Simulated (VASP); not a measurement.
# Pd (Fm-3m) in VASP: further runs

Aim: see how the results for Pd move with the level of theory and the settings. Levels: PBEsol+D4, PBEsol, RPBE, BLYP. Tasks: single point, relaxation of cell and atoms.

Program: VASP 6.6.1. These are calculated values, not measurements. Logs are shortened: lines on timing, memory, paths and dates and some standing lists are left out, and cuts for length are marked.

**1. The cell of the first run**

It takes space group Fm-3m (No. 225, cubic). The conventional cell has a = 3.855 Å, b = 3.855 Å, c = 3.855 Å, α = 90.00°, β = 90.00°, γ = 90.00°. Pd (site symmetry m-3m) has 12 Pd at 2.73 Å within 3.6 Å.

**2. Single point, PBEsol+D4**

INCAR reads:

```
SYSTEM = Pd
PREC = Accurate ; ENCUT = 520
EDIFF = 1E-7 ; ISMEAR = -1
SIGMA = 0.05 ; LREAL = .False.
LASPH = .True. ; NELM = 100
ALGO = Normal ; ISIF = 2
LWAVE = .False. ; LCHARG = .True.
GGA = PS ; IVDW = 13
LELF = .True. ; LVHAR = .True.
NBANDS = 11
```

KPOINTS reads:

```
Automatic mesh
0
Gamma
  12 12 12
  0 0 0
```

POSCAR reads:

```
Pd
1.0
    0.0000000000      1.9276767837      1.9276767837
    1.9276767837      0.0000000000      1.9276767837
    1.9276767837      1.9276767837      0.0000000000
Pd
1
Direct
    0.0000000000      0.0000000000      0.0000000000
```

Potentials or basis: VASP PAW PBE potentials, release 64 (Pd).

On the command line:

```
$ cat potpaw_PBE.64/Pd/POTCAR > POTCAR
$ mpirun -np 1 vasp_std > vasp.out
```

OUTCAR:

```text
SYSTEM = Pd
   PREC = Accurate
   ENCUT = 520
   EDIFF = 1E-7
   ISMEAR = -1
   LREAL = .False.
   LASPH = .True.
   NELM = 100
   ISIF = 2
   GGA = PS
   IVDW = 13

 ion  position               nearest neighbor table
   1  0.000  0.000  0.000-

  LATTYP: Found a face centered cubic cell.
 ALAT       =     3.8553535674

  Lattice vectors:

 A1 = (   0.0000000000,   1.9276767837,   1.9276767837)
 A2 = (   1.9276767837,   0.0000000000,   1.9276767837)
 A3 = (   1.9276767837,   1.9276767837,   0.0000000000)

Analysis of symmetry for initial positions (statically):
=====================================================================
 Subroutine PRICEL returns:
 Original cell was already a primitive cell.

 Routine SETGRP: Setting up the symmetry group for a
 face centered cubic supercell.

 Subroutine GETGRP returns: Found 48 space group operations
 (whereof 48 operations were pure point group operations)
 out of a pool of 48 trial point group operations.

The static configuration has the point symmetry O_h .

Analysis of symmetry for dynamics (positions and initial velocities):
=====================================================================
 Subroutine PRICEL returns:
 Original cell was already a primitive cell.

 Routine SETGRP: Setting up the symmetry group for a
 face centered cubic supercell.

 Subroutine GETGRP returns: Found 48 space group operations
 (whereof 48 operations were pure point group operations)
 out of a pool of 48 trial point group operations.

The dynamic configuration has the point symmetry O_h .

 Subroutine INISYM returns: Found 48 space group operations
 (whereof 48 operations are pure point group operations),
 and found     1 'primitive' translations

----------------------------------------------------------------------------------------

                                     Primitive cell

  volume of cell :      14.3263

  direct lattice vectors                    reciprocal lattice vectors
     0.000000000  1.927676784  1.927676784    -0.259379583  0.259379583  0.259379583
     1.927676784  0.000000000  1.927676784     0.259379583 -0.259379583  0.259379583
     1.927676784  1.927676784  0.000000000     0.259379583  0.259379583 -0.259379583

  length of vectors
     2.726146651  2.726146651  2.726146651     0.449258616  0.449258616  0.449258616

  position of ions in fractional coordinates (direct lattice)
     0.000000000  0.000000000  0.000000000

  ion indices of the primitive-cell ions
   primitive index   ion index
                 1           1

----------------------------------------------------------------------------------------

 KPOINTS: Automatic mesh

Automatic generation of k-mesh.
 Grid dimensions read from file:
 generate k-points for:   12   12   12

 Generating k-lattice:

  Cartesian coordinates                     Fractional coordinates (reciprocal lattice)
    -0.021614965  0.021614965  0.021614965     0.083333333  0.000000000  0.000000000
     0.021614965 -0.021614965  0.021614965     0.000000000  0.083333333  0.000000000
     0.021614965  0.021614965 -0.021614965     0.000000000  0.000000000  0.083333333

  Length of vectors
     0.037438218  0.037438218  0.037438218

  Shift w.r.t. Gamma in fractional coordinates (k-lattice)
     0.000000000  0.000000000  0.000000000

 Subroutine IBZKPT returns following result:
 ===========================================

 Found     72 irreducible k-points:

 Following reciprocal coordinates:
            Coordinates               Weight
  0.000000  0.000000  0.000000      1.000000
  0.083333  0.000000  0.000000      8.000000
  0.166667  0.000000  0.000000      8.000000
  0.250000  0.000000  0.000000      8.000000
  0.333333  0.000000  0.000000      8.000000
  0.416667  0.000000  0.000000      8.000000
[... 16 lines left out ...]
  0.500000  0.166667  0.000000     24.000000
 -0.416667  0.166667  0.000000     24.000000
 [... further k-points ...]
   k-points           NKPTS =     72   k-points in BZ     NKDIM =     72   number of bands    NBANDS=     11
   number of dos      NEDOS =    301   number of ions     NIONS =      1
   total plane-waves  NPLWV =   8000
   dimension x,y,z NGX =    20 NGY =   20 NGZ =   20
   dimension x,y,z NGXF=    40 NGYF=   40 NGZF=   40
   ions per type =               1
   NGX,Y,Z   is equivalent  to a cutoff of  12.20, 12.20, 12.20 a.u.
   NGXF,Y,Z  is equivalent  to a cutoff of  24.39, 24.39, 24.39 a.u.
 SYSTEM =  Pd
   PREC   = accura    normal or accurate (medium, high low for compatibility)
   ISTART =      0    job   : 0-new  1-cont  2-samecut
   ICHARG =      2    charge: 1-file 2-atom 10-const
   ISPIN  =      1    spin polarized calculation?
   LNONCOLLINEAR =      F non collinear calculations
   LSORBIT =      F    spin-orbit coupling
   LASPH  =      T    aspherical Exc in radial PAW
   ENCUT  =  520.0 eV  38.22 Ry    6.18 a.u.   5.07  5.07  5.07*2*pi/ulx,y,z
   NELM   =    100;   NELMIN=  2; NELMDL= -5     # of ELM steps
   EDIFF  = 0.1E-06   stopping-criterion for ELM
   LREAL  =      F    real-space projection
   EDIFFG = 0.1E-05   stopping-criterion for IOM
   NSW    =      0    number of steps for IOM
   IBRION =     -1    ionic relax: 0-MD 1-quasi-New 2-CG
   NFREE  =      0    steps in history (QN), initial steepest desc. (CG)
   ISIF   =      2    stress and relaxation
   ISYM   =      2    0-nonsym 1-usesym 2-fastsym
   POTIM  = 0.5000    time-step for ionic-motion
   TEBEG  =    0.0;   TEEND  =   0.0 temperature during run
   PSTRESS=    0.0 pullay stress
   NELECT =      10.0000    total number of electrons
   NUPDOWN=      -1.0000    fix difference up-down
   EMIN   =  10.00;   EMAX   =-10.00  energy-range for DOS
   EFERMI =   0.00;   METHOD = LEGACY
   ISMEAR =    -1;   SIGMA  =   0.05  broadening in eV -4-tet -1-fermi 0-gaus
   EFERMI_NEDOS =   21; number of points for ismear=-14 and -15
   IALGO  =     38    algorithm
   IMIX   =      4    mixing-type and parameters
     AMIX     =   0.40;   BMIX     =  1.00
     AMIX_MAG =   1.60;   BMIX_MAG =  1.00
  volume/ion in A,a.u.               =      14.33        96.68
  Fermi-wavevector in a.u.,A,eV,Ry     =   1.452214  2.744287 28.693673  2.108925
  Thomas-Fermi vector in A             =   2.569622
   LORBIT       =      0    0 simple, 1 ext, 2 COOP (PROOUT), +10 PAW based schemes
   GGA     = PS    functional components
   LHFCALC =     F    Hartree Fock is set to
   AEXX    =    0.0000 exact exchange contribution
   IVDW    =    13    specifies the selected vdW correction
   LEPSILON=     F    determine dielectric tensor
   LRPA    =     F    only Hartree local field effects (RPA)
 non-spin polarized calculation
  energy-cutoff  :      520.00
  volume of cell :       14.33
 maximum number of plane-waves:       397
   NGX = 11   NGY = 11   NGZ = 11

 number of electron      10.0000004 magnetization

 Free energy of the ion-electron system (eV)
  ---------------------------------------------------
  ext. energy  EPLUGINS =         0.00000000
  ---------------------------------------------------
  free energy    TOTEN  =        -5.97374963 eV

  energy without entropy =       -5.95498811  energy(sigma->0) =       -5.96436887

 E-fermi :  10.0900     XC(G=0): -13.5649

 val. band max:       10.0854947888   @ k =   0.4167   0.2500   0.0000
 cond. band min:      10.0901894275   @ k =   0.5000   0.0000   0.0000
 fundamental gap:      0.0046946387
 Fermi energy:        10.0899954201

 k-point     1 :       0.0000    0.0000    0.0000
  band No.  band energies     occupation
      1       2.6518      2.00000
      2       7.1169      2.00000
      3       7.1169      2.00000
      4       7.1169      2.00000
      5       8.8289      2.00000
      6       8.8289      2.00000
      7      27.2583      0.00000
      8      32.1974      0.00000
      9      32.1974      0.00000
     10      32.1974      0.00000
     11      36.0703      0.00000

 k-point     2 :       0.0833    0.0000    0.0000
  band No.  band energies     occupation
      1       2.9087      2.00000
      2       7.0252      2.00000
      3       7.2059      2.00000
      4       7.2059      2.00000
      5       8.7871      2.00000
      6       8.7871      2.00000
      7      27.5354      0.00000
      8      30.6986      0.00000
      9      32.5056      0.00000
     10      32.5056      0.00000
     11      36.1232      0.00000

 k-point     3 :       0.1667    0.0000    0.0000
  band No.  band energies     occupation
      1       3.6031      2.00000
      2       6.8651      2.00000
      3       7.3868      2.00000
      4       7.3868      2.00000
      5       8.7573      2.00000
      6       8.7573      2.00000
      7      27.5092      0.00000
      8      28.6303      0.00000
      9      33.3168      0.00000
     10      33.3168      0.00000
     11      36.1220      0.00000

 k-point     4 :       0.2500    0.0000    0.0000
  band No.  band energies     occupation
      1       4.3771      2.00000
      2       7.0663      2.00000
      3       7.4265      2.00000
      4       7.4265      2.00000
      5       8.9797      2.00000
      6       8.9797      2.00000
      7      24.8236      0.00000
      8      28.3763      0.00000
      9      34.0718      0.00000
     10      34.0718      0.00000
     11      35.9595      0.00000
[... 239 lines left out ...]
 k-point    22 :       0.4167    0.1667    0.0000
  band No.  band energies     occupation
      1       5.1569      2.00000
      2       6.6645      2.00000
      3       7.2866      2.00000
      4       7.8614      2.00000
      5      10.0444      1.42640
      6      11.2897      0.00000
      7      21.0869      0.00000
      8      27.4733      0.00000
      9      28.9136      0.00000
     10      30.6974      0.00000
     11      36.1400      0.00000

 k-point    23 :       0.5000    0.1667    0.0000
  band No.  band energies     occupation
      1       5.1195      2.00000
      2       6.6069      2.00000
      3       7.7083      2.00000
      4       7.8372      2.00000
      5      10.1355      0.57385
      6      13.1821      0.00000
      7      18.3614      0.00000
      8      26.6386      0.00000
      9      29.1724      0.00000
     10      29.6710      0.00000
     11      36.1471      0.00000

 k-point    24 :      -0.4167    0.1667    0.0000
  band No.  band energies     occupation
      1       5.1740      2.00000
      2       6.6150      2.00000
      3       7.6359      2.00000
      4       8.0495      2.00000
      5       9.8487      1.98408
      6      13.7397      0.00000
      7      17.8635      0.00000
      8      26.0930      0.00000
      9      29.1147      0.00000
     10      30.2515      0.00000
     11      36.1425      0.00000

 [... further k-points ...]

------------------------ aborting loop because EDIFF is reached ----------------------------------------

  DFT-D4 for vdW energy calculation

  Edisp (eV):   -0.29420

  FORCE on cell =-STRESS in cart. coord.  units (eV):
  Direction    XX          YY          ZZ          XY          YZ          ZX
  --------------------------------------------------------------------------------------
  -------------------------------------------------------------------------------------
  Total      -0.03180    -0.03180    -0.03180     0.00000     0.00000    -0.00000
  in kB      -3.55671    -3.55671    -3.55671     0.00000     0.00000    -0.00000
  external pressure =       -3.56 kB  Pullay stress =        0.00 kB

 VOLUME and BASIS-vectors are now :
 -----------------------------------------------------------------------------
  energy-cutoff  :      520.00
  volume of cell :       14.33
      direct lattice vectors                 reciprocal lattice vectors
     0.000000000  1.927676784  1.927676784    -0.259379583  0.259379583  0.259379583
     1.927676784  0.000000000  1.927676784     0.259379583 -0.259379583  0.259379583
     1.927676784  1.927676784  0.000000000     0.259379583  0.259379583 -0.259379583

 POSITION                                       TOTAL-FORCE (eV/Angst)
 -----------------------------------------------------------------------------------
      0.00000      0.00000      0.00000         0.000000      0.000000      0.000000
 -----------------------------------------------------------------------------------
    total drift:                                0.000000     -0.000000     -0.000000

  FREE ENERGIE OF THE ION-ELECTRON SYSTEM (eV)
  ---------------------------------------------------
  free  energy   TOTEN  =        -6.2679475665 eV

  energy  without entropy=       -6.2491860455  energy(sigma->0) =       -6.25856681
```

Run time: 4.9 s. Hardware: 1 thread of Intel Xeon 6975P-C (Granite Rapids), shared host; peak memory 0.13 GiB.

What came out:

| Property | Result |
| --- | --- |
| Free energy | -6.2679 eV |
| Pressure | -0.4 GPa |
| Band gap on the k mesh | zero (band 5 reaches 10.42 eV, above the bottom of band 6 at 8.76 eV) |
| Dispersion energy per atom | -0.294 eV |

Caveat: the PAW data sets were made with another functional, which shifts forces and pressure a little; pairwise dispersion overbinds metals, which lowers pressure and volume.

**3. Single point, PBEsol**

This run uses another cell than the first one, of 14.53 Å³/atom, 1.014 times its volume.

INCAR reads:

```
SYSTEM = Pd
  PREC = Accurate
  ENCUT = 520
  EDIFF = 1E-6
  ISMEAR = -1
  SIGMA = 0.05
  LREAL = .False.
  LASPH = .True.
  NELM = 100
  ALGO = Normal
  ISIF = 2
  LWAVE = .False.
  LCHARG = .True.
  GGA = PS
  LELF = .True.
  LVHAR = .True.
  NBANDS = 11
```

KPOINTS is that of step 2.

POSCAR reads:

```
Pd
1.0
    0.0000000000      1.9367699811      1.9367699811
    1.9367699811      0.0000000000      1.9367699811
    1.9367699811      1.9367699811      0.0000000000
Pd
1
Direct
    0.0000000000      0.0000000000      0.0000000000
```

Potentials or basis: VASP PAW PBE potentials, release 64 (Pd).

On the command line:

```
$ cat potpaw_PBE.64/Pd/POTCAR > POTCAR
$ mpirun -np 1 vasp_std > vasp.out
```

It took 4.3 s on 1 thread of Intel Xeon 6975P-C (Granite Rapids), shared host; peak memory 0.13 GiB.

It converged, with:

```yaml
Free_energy: -5.9754 eV
Pressure: -0.3 GPa
Band_gap_on_the_k_mesh: zero (band 5 reaches 10.17 eV, above the bottom of band 6 at 8.54 eV)
```

Levels at points of the mesh, in eV from the Fermi level:
```
           k point  band 1  band 2  band 3  band 4  band 5  band 6  band 7  band 8  band 9  band 10
(0.00, 0.00, 0.00)   -7.33   -2.91   -2.91   -2.91   -1.23   -1.23   17.17   22.02   22.02    22.02
(0.50, 0.00, 0.00)   -5.44   -2.95   -2.95    0.00    0.00    0.92    7.41   16.53   21.19    21.19
(0.50, 0.50, 0.00)   -5.53   -5.24   -0.02    0.32    0.32    3.28   10.90   13.23   13.23    21.73
```

Caveat: the PAW data sets were made with another functional, which shifts forces and pressure a little.

[end of part 1 of 2]
